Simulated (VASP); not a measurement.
# SiO2 (Pnnm) in VASP: a series of runs

SiO2 is run at these levels: PBE; tasks: single point.

Program: VASP 6.6.1. These are calculated values, not measurements. Logs are shortened: lines on timing, memory, paths and dates and some standing lists are left out, and cuts for length are marked.

## (1) The cell of the first run

Symmetry: Pnnm, No. 58, orthorhombic system. The conventional cell has a = 3.939 Å, b = 4.236 Å, c = 2.690 Å, α = 90.00°, β = 90.00°, γ = 90.00°. Within 2.3 Å of Si (site symmetry 2/m) lie 6 O at 1.75 to 1.77 Å. Within 2.3 Å of O (site symmetry m) lie 3 Si at 1.75 to 1.77 Å and 1 O at 2.24 Å.

## (2) Single point, PBE (atoms displaced along a vibrational mode, the cell strained)

The input, INCAR:

```
PREC = Accurate
ENCUT = 520
EDIFF = 1E-6
ISMEAR = 0
SIGMA = 0.05
LREAL = F
LASPH = T
NELM = 60
ALGO = Normal
ISIF = 2
LWAVE = F
LCHARG = T
GGA = PE
LELF = T
LVHAR = T
NBANDS = 25
```

The input, KPOINTS:

```
regular mesh
0
Gamma
  6 6 8
```

The input, POSCAR:

```
SiO2
1.0
    4.2358788266      0.0000000000      0.0000000000
    0.0000000000      3.9393673087      0.0000000000
    0.0000000000      0.0000000000      2.6897743046
Si O
2 4
Direct
    0.5000000000      0.5000000000      0.5000000000
    0.0000000000      0.0000000000      0.0000000000
    0.7023276386      0.6836979468      0.0000000000
    0.2023276386      0.8163020532      0.5000000000
    0.2976723614      0.3163020532      0.0000000000
    0.7976723614      0.1836979468      0.5000000000
```

Potentials or basis: VASP PAW PBE potentials, release 64 (Si, O).

Command:

```console
cat potpaw_PBE.64/Si/POTCAR potpaw_PBE.64/O/POTCAR > POTCAR
mpirun -np 1 vasp_std > vasp.out
```

OUTCAR:

```text
PREC = Accurate
   ENCUT = 520
   EDIFF = 1E-6
   ISMEAR = 0
   LREAL = F
   LASPH = T
   NELM = 60
   ISIF = 2
   GGA = PE

 ion  position               nearest neighbor table
   1  0.500  0.500  0.500-   3 1.75   5 1.75   3 1.75   5 1.75   4 1.77   6 1.77
   2  0.000  0.000  0.000-   4 1.75   6 1.75   4 1.75   6 1.75   5 1.77   3 1.77
   3  0.702  0.684  0.000-   1 1.75   1 1.75   2 1.77
   4  0.202  0.816  0.500-   2 1.75   2 1.75   1 1.77
   5  0.298  0.316  0.000-   1 1.75   1 1.75   2 1.77
   6  0.798  0.184  0.500-   2 1.75   2 1.75   1 1.77

  LATTYP: Found a simple orthorhombic cell.
 ALAT       =     2.6897743046
 B/A-ratio  =     1.4645716936
 C/A-ratio  =     1.5748082727

  Lattice vectors:

 A1 = (   0.0000000000,   0.0000000000,  -2.6897743046)
 A2 = (   0.0000000000,   3.9393673087,   0.0000000000)
 A3 = (   4.2358788266,   0.0000000000,   0.0000000000)

Analysis of symmetry for initial positions (statically):
=====================================================================
 Subroutine PRICEL returns:
 Original cell was already a primitive cell.

 Routine SETGRP: Setting up the symmetry group for a
 simple orthorhombic supercell.

 Subroutine GETGRP returns: Found  8 space group operations
 (whereof  4 operations were pure point group operations)
 out of a pool of  8 trial point group operations.

The static configuration has the point symmetry C_2h.
 The point group associated with its full space group is D_2h.

Analysis of symmetry for dynamics (positions and initial velocities):
=====================================================================
 Subroutine PRICEL returns:
 Original cell was already a primitive cell.

 Routine SETGRP: Setting up the symmetry group for a
 simple orthorhombic supercell.

 Subroutine GETGRP returns: Found  8 space group operations
 (whereof  4 operations were pure point group operations)
 out of a pool of  8 trial point group operations.

The dynamic configuration has the point symmetry C_2h.
 The point group associated with its full space group is D_2h.

 Subroutine INISYM returns: Found  8 space group operations
 (whereof  4 operations are pure point group operations),
 and found     1 'primitive' translations

----------------------------------------------------------------------------------------

                                     Primitive cell

  volume of cell :      44.8834

  direct lattice vectors                    reciprocal lattice vectors
     4.235878827  0.000000000  0.000000000     0.236078519  0.000000000  0.000000000
     0.000000000  3.939367309  0.000000000     0.000000000  0.253847870  0.000000000
     0.000000000  0.000000000  2.689774305     0.000000000  0.000000000  0.371778405

  length of vectors
     4.235878827  3.939367309  2.689774305     0.236078519  0.253847870  0.371778405

  position of ions in fractional coordinates (direct lattice)
     0.500000000  0.500000000  0.500000000
     0.000000000  0.000000000  0.000000000
     0.702327639  0.683697947  0.000000000
     0.202327639  0.816302053  0.500000000
     0.297672361  0.316302053  0.000000000
     0.797672361  0.183697947  0.500000000

  ion indices of the primitive-cell ions
   primitive index   ion index
                 1           1
                 2           2
                 3           3
                 4           4
                 5           5
                 6           6

----------------------------------------------------------------------------------------

 KPOINTS: regular mesh

Automatic generation of k-mesh.
 Grid dimensions read from file:
 generate k-points for:    6    6    8

 Generating k-lattice:

  Cartesian coordinates                     Fractional coordinates (reciprocal lattice)
     0.039346420  0.000000000  0.000000000     0.166666667  0.000000000  0.000000000
     0.000000000  0.042307978  0.000000000     0.000000000  0.166666667  0.000000000
     0.000000000  0.000000000  0.046472301     0.000000000  0.000000000  0.125000000

  Length of vectors
     0.039346420  0.042307978  0.046472301

  Shift w.r.t. Gamma in fractional coordinates (k-lattice)
     0.000000000  0.000000000  0.000000000

 Subroutine IBZKPT returns following result:
 ===========================================

 Found     80 irreducible k-points:

 Following reciprocal coordinates:
            Coordinates               Weight
  0.000000  0.000000  0.000000      1.000000
  0.166667  0.000000  0.000000      2.000000
  0.333333  0.000000  0.000000      2.000000
  0.500000  0.000000  0.000000      1.000000
  0.000000  0.166667  0.000000      2.000000
  0.166667  0.166667  0.000000      4.000000
[... 16 lines left out ...]
  0.333333  0.166667  0.125000      8.000000
  0.500000  0.166667  0.125000      4.000000
 [... further k-points ...]
   k-points           NKPTS =     80   k-points in BZ     NKDIM =     80   number of bands    NBANDS=     25
   number of dos      NEDOS =    301   number of ions     NIONS =      6
   total plane-waves  NPLWV =  19200
   dimension x,y,z NGX =    32 NGY =   30 NGZ =   20
   dimension x,y,z NGXF=    64 NGYF=   60 NGZF=   40
   ions per type =               2   4
   NGX,Y,Z   is equivalent  to a cutoff of  12.56, 12.66, 12.36 a.u.
   NGXF,Y,Z  is equivalent  to a cutoff of  25.12, 25.32, 24.72 a.u.
 SYSTEM =  unknown system
   PREC   = accura    normal or accurate (medium, high low for compatibility)
   ISTART =      0    job   : 0-new  1-cont  2-samecut
   ICHARG =      2    charge: 1-file 2-atom 10-const
   ISPIN  =      1    spin polarized calculation?
   LNONCOLLINEAR =      F non collinear calculations
   LSORBIT =      F    spin-orbit coupling
   LASPH  =      T    aspherical Exc in radial PAW
   ENCUT  =  520.0 eV  38.22 Ry    6.18 a.u.   7.88  7.32  5.00*2*pi/ulx,y,z
   NELM   =     60;   NELMIN=  2; NELMDL= -5     # of ELM steps
   EDIFF  = 0.1E-05   stopping-criterion for ELM
   LREAL  =      F    real-space projection
   EDIFFG = 0.1E-04   stopping-criterion for IOM
   NSW    =      0    number of steps for IOM
   IBRION =     -1    ionic relax: 0-MD 1-quasi-New 2-CG
   NFREE  =      0    steps in history (QN), initial steepest desc. (CG)
   ISIF   =      2    stress and relaxation
   ISYM   =      2    0-nonsym 1-usesym 2-fastsym
   POTIM  = 0.5000    time-step for ionic-motion
   TEBEG  =    0.0;   TEEND  =   0.0 temperature during run
   PSTRESS=    0.0 pullay stress
   NELECT =      32.0000    total number of electrons
   NUPDOWN=      -1.0000    fix difference up-down
   EMIN   =  10.00;   EMAX   =-10.00  energy-range for DOS
   EFERMI =   0.00;   METHOD = LEGACY
   ISMEAR =     0;   SIGMA  =   0.05  broadening in eV -4-tet -1-fermi 0-gaus
   EFERMI_NEDOS =   21; number of points for ismear=-14 and -15
   IALGO  =     38    algorithm
   IMIX   =      4    mixing-type and parameters
     AMIX     =   0.40;   BMIX     =  1.00
     AMIX_MAG =   1.60;   BMIX_MAG =  1.00
  volume/ion in A,a.u.               =       7.48        50.48
  Fermi-wavevector in a.u.,A,eV,Ry     =   1.462501  2.763726 29.101631  2.138910
  Thomas-Fermi vector in A             =   2.578707
   LORBIT       =      0    0 simple, 1 ext, 2 COOP (PROOUT), +10 PAW based schemes
   GGA     = PE    functional components
   LHFCALC =     F    Hartree Fock is set to
   AEXX    =    0.0000 exact exchange contribution
   IVDW    =     0    specifies the selected vdW correction
   LEPSILON=     F    determine dielectric tensor
   LRPA    =     F    only Hartree local field effects (RPA)
 non-spin polarized calculation
 Gauss-broadening in eV      SIGMA  =   0.05
  energy-cutoff  :      520.00
  volume of cell :       44.88
 maximum number of plane-waves:      1230
 NGX is ok and might be reduce to    32
   NGX = 15   NGY = 15   NGZ = 11

 number of electron      31.9999983 magnetization

 Free energy of the ion-electron system (eV)
  ---------------------------------------------------
  ext. energy  EPLUGINS =         0.00000000
  ---------------------------------------------------
  free energy    TOTEN  =       -45.85014400 eV

  energy without entropy =      -45.85014400  energy(sigma->0) =      -45.85014400

 E-fermi :   9.1275     XC(G=0): -12.4798

 val. band max:        8.8621291981   @ k =   0.0000   0.0000   0.0000
 cond. band min:      14.8689772519   @ k =   0.0000   0.0000   0.0000
 fundamental gap:      6.0068480539
 Fermi energy:         9.1274668162

 k-point     1 :       0.0000    0.0000    0.0000
  band No.  band energies     occupation
      1     -14.1377      2.00000
      2     -10.6181      2.00000
      3      -9.9134      2.00000
      4      -9.8221      2.00000
      5      -2.2703      2.00000
      6       1.9904      2.00000
[... 17 lines left out ...]
     24      24.2803      0.00000
     25      24.4343      0.00000

 k-point     2 :       0.1667    0.0000    0.0000
  band No.  band energies     occupation
      1     -13.9935      2.00000
      2     -11.1778      2.00000
      3      -9.7680      2.00000
      4      -9.6208      2.00000
      5      -2.0518      2.00000
      6       1.3247      2.00000
[... 17 lines left out ...]
     24      23.6545      0.00000
     25      24.2167      0.00000

 k-point     3 :       0.3333    0.0000    0.0000
  band No.  band energies     occupation
      1     -13.5711      2.00000
      2     -12.0639      2.00000
      3      -9.6288      2.00000
      4      -9.4327      2.00000
      5      -1.4833      2.00000
      6       0.2734      2.00000
[... 17 lines left out ...]
     24      23.6796      0.00000
     25      23.7045      0.00000

 k-point     4 :       0.5000    0.0000    0.0000
  band No.  band energies     occupation
      1     -12.9049      2.00000
      2     -12.9049      2.00000
      3      -9.4774      2.00000
      4      -9.4774      2.00000
      5      -0.6913      2.00000
      6      -0.6913      2.00000
[... 17 lines left out ...]
     24      22.2828      0.00000
     25      23.4666      0.00000

 k-point     5 :       0.0000    0.1667    0.0000
  band No.  band energies     occupation
      1     -13.9690      2.00000
      2     -10.7073      2.00000
      3     -10.5136      2.00000
      4      -9.4475      2.00000
      5      -2.0743      2.00000
      6       1.7794      2.00000
[... 17 lines left out ...]
     24      23.4917      0.00000
     25      24.4585      0.00000

 k-point     6 :       0.1667    0.1667    0.0000
  band No.  band energies     occupation
      1     -13.8285      2.00000
      2     -11.1959      2.00000
      3     -10.2984      2.00000
      4      -9.4160      2.00000
      5      -1.8261      2.00000
      6       1.4002      2.00000
[... 17 lines left out ...]
     24      23.2492      0.00000
     25      24.1550      0.00000
[... 393 lines left out ...]
 k-point    21 :       0.0000    0.1667    0.1250
  band No.  band energies     occupation
      1     -13.7649      2.00000
      2     -10.6174      2.00000
      3     -10.4007      2.00000
      4      -9.4402      2.00000
      5      -1.9789      2.00000
      6       1.8299      2.00000
[... 17 lines left out ...]
     24      23.2979      0.00000
     25      23.8527      0.00000

 k-point    22 :       0.1667    0.1667    0.1250
  band No.  band energies     occupation
      1     -13.6271      2.00000
      2     -11.0744      2.00000
      3     -10.2047      2.00000
      4      -9.4111      2.00000
      5      -1.7190      2.00000
      6       1.1607      2.00000
[... 17 lines left out ...]
     24      22.9655      0.00000
     25      23.5607      0.00000

 k-point    23 :       0.3333    0.1667    0.1250
  band No.  band energies     occupation
      1     -13.2256      2.00000
      2     -11.8336      2.00000
      3      -9.9627      2.00000
      4      -9.4784      2.00000
      5      -1.0779      2.00000
      6       0.4701      2.00000
[... 17 lines left out ...]
     24      22.2750      0.00000
     25      23.6806      0.00000

 k-point    24 :       0.5000    0.1667    0.1250
  band No.  band energies     occupation
      1     -12.6006      2.00000
      2     -12.6006      2.00000
      3      -9.6940      2.00000
      4      -9.6940      2.00000
      5      -0.3006      2.00000
      6      -0.3006      2.00000
[... 17 lines left out ...]
     24      21.7573      0.00000
     25      23.4040      0.00000

 [... further k-points ...]
[... 5 lines left out ...]
  --------------------------------------------------------------------------------------
  -------------------------------------------------------------------------------------
  Total        3.3183918     11.6966368      4.7989680     -0.0000000      0.0000000      0.0000000
  in kB      118.4547269    417.5281300    171.3060066     -0.0000000      0.0000000      0.0000000
  external PRESSURE =     235.7629545 kB  Pullay stress =       0.0000000 kB

 VOLUME and BASIS-vectors are now :
 -----------------------------------------------------------------------------
  energy-cutoff  :      520.00
  volume of cell :       44.88
      direct lattice vectors                 reciprocal lattice vectors
     4.235878827  0.000000000  0.000000000     0.236078519  0.000000000  0.000000000
     0.000000000  3.939367309  0.000000000     0.000000000  0.253847870  0.000000000
     0.000000000  0.000000000  2.689774305     0.000000000  0.000000000  0.371778405

 POSITION                                       TOTAL-FORCE (eV/Angst)
 -----------------------------------------------------------------------------------
      2.11794      1.96968      1.34489         0.000000      0.000000      0.000000
      0.00000      0.00000      0.00000         0.000000      0.000000      0.000000
      2.97497      2.69334      0.00000         0.079525      0.596596      0.000000
      0.85704      3.21571      1.34489         0.079525     -0.596596      0.000000
      1.26090      1.24603      0.00000        -0.079525     -0.596596      0.000000
      3.37884      0.72365      1.34489        -0.079525      0.596596      0.000000
 -----------------------------------------------------------------------------------
    total drift:                                0.000000     -0.000000     -0.000000

  FREE ENERGIE OF THE ION-ELECTRON SYSTEM (eV)
  ---------------------------------------------------
  free  energy   TOTEN  =       -45.8501440007 eV

  energy  without entropy=      -45.8501440007  energy(sigma->0) =      -45.85014400
```

Run time: 31 s. Hardware: 1 thread of AMD EPYC 9R45 (Zen 5), shared host; peak memory 0.16 GiB.

Results:

| Quantity | Value |
| --- | --- |
| Free energy | -45.8501 eV |
| Pressure | 23.6 GPa |
| Largest force | 0.602 eV/Å |
| Band gap on the k mesh | 6.01 eV |

Forces on the atoms (eV/Å):
```
Si   0.000  0.000  0.000
Si   0.000  0.000  0.000
O    0.080  0.597  0.000
O    0.080 -0.597  0.000
O   -0.080 -0.597  0.000
O   -0.080  0.597  0.000
```

Caveat: the cell differs from its parent crystal (atoms displaced along a vibrational mode, the cell strained); the cell stands under pressure. A k mesh can miss the band edges.

## (3) Single point, PBE (atoms displaced along a vibrational mode, the cell strained)

The input, INCAR:

```
SYSTEM = SiO2
PREC = Accurate
ENCUT = 520
EDIFF = 1E-6
ISMEAR = 0
SIGMA = 0.05
LREAL = .False.
LASPH = .True.
NELM = 60
ALGO = Normal
ISIF = 2
LWAVE = .False.
LCHARG = .False.
GGA = PE
NBANDS = 25
```

The input, KPOINTS:

```
Automatic mesh
0
Gamma
  6 6 8
  0 0 0
```

The input, POSCAR:

```
SiO2
1.0
    4.2358788266      0.0000000000      0.0000000000
    0.0000000000      3.9393673087      0.0000000000
    0.0000000000      0.0000000000      2.6897743046
Si O
2 4
Direct
    0.5000000000      0.5000000000      0.5000000000
    0.0000000000      0.0000000000      0.0000000000
    0.6650682551      0.7209573303      0.0000000000
    0.1650682551      0.7790426697      0.5000000000
    0.3349317449      0.2790426697      0.0000000000
    0.8349317449      0.2209573303      0.5000000000
```

Potentials or basis: VASP PAW PBE potentials, release 64 (Si, O).

Command:

```console
cat potpaw_PBE.64/Si/POTCAR potpaw_PBE.64/O/POTCAR > POTCAR
mpirun -np 1 vasp_std > vasp.out
```

Wall time 33 s (1 thread of AMD EPYC 9R45 (Zen 5), shared host); peak memory 0.16 GiB.

Results (log left out):

* Free energy: -45.8962 eV
* Pressure: 21.3 GPa
* Largest force: 0.894 eV/Å
* Band gap on the k mesh: 6.48 eV

Forces in eV/Å, atoms in the order of the input:
```
Si   0.000  0.000  0.000
Si   0.000  0.000  0.000
O    0.813  0.372  0.000
O    0.813 -0.372  0.000
O   -0.813 -0.372  0.000
O   -0.813  0.372  0.000
```

Stress tensor (GPa, compression positive):
```
19.46  0.00  0.00
 0.00 32.95  0.00
 0.00  0.00 11.57
```

Levels at points of the mesh, in eV from the valence-band top:
```
           k point  band 12  band 13  band 14  band 15  band 16  band 17  band 18  band 19  band 20  band 21
(0.00, 0.00, 0.00)    -2.78    -2.28    -0.40     0.00     0.00     6.48     6.75     8.64     9.26    12.28
(0.50, 0.00, 0.00)    -3.64    -2.33    -2.33    -0.64    -0.64     8.35     8.35     9.73     9.73    12.58
(0.00, 0.50, 0.00)    -3.02    -2.44    -2.44    -0.43    -0.43     7.97     7.97     9.10     9.10    12.00
(0.50, 0.50, 0.00)    -3.04    -2.26    -2.26    -1.52    -1.52     7.96     7.96    10.22    10.22    14.09
(0.00, 0.00, 0.50)    -4.07    -2.83    -2.83    -2.01    -2.01     9.96     9.96    13.29    13.29    13.66
(0.50, 0.00, 0.50)    -2.97    -1.88    -1.88    -1.58    -1.58     8.97     8.97    10.70    10.70    11.89
(0.00, 0.50, 0.50)    -4.03    -1.95    -1.95    -0.80    -0.80    10.34    10.34    11.06    11.06    14.10
(0.50, 0.50, 0.50)    -3.84    -1.47    -1.47    -0.96    -0.96     8.34     8.34    11.19    11.19    13.17
```

Caveat: the cell differs from its parent crystal (atoms displaced along a vibrational mode, the cell strained); the cell stands under pressure.
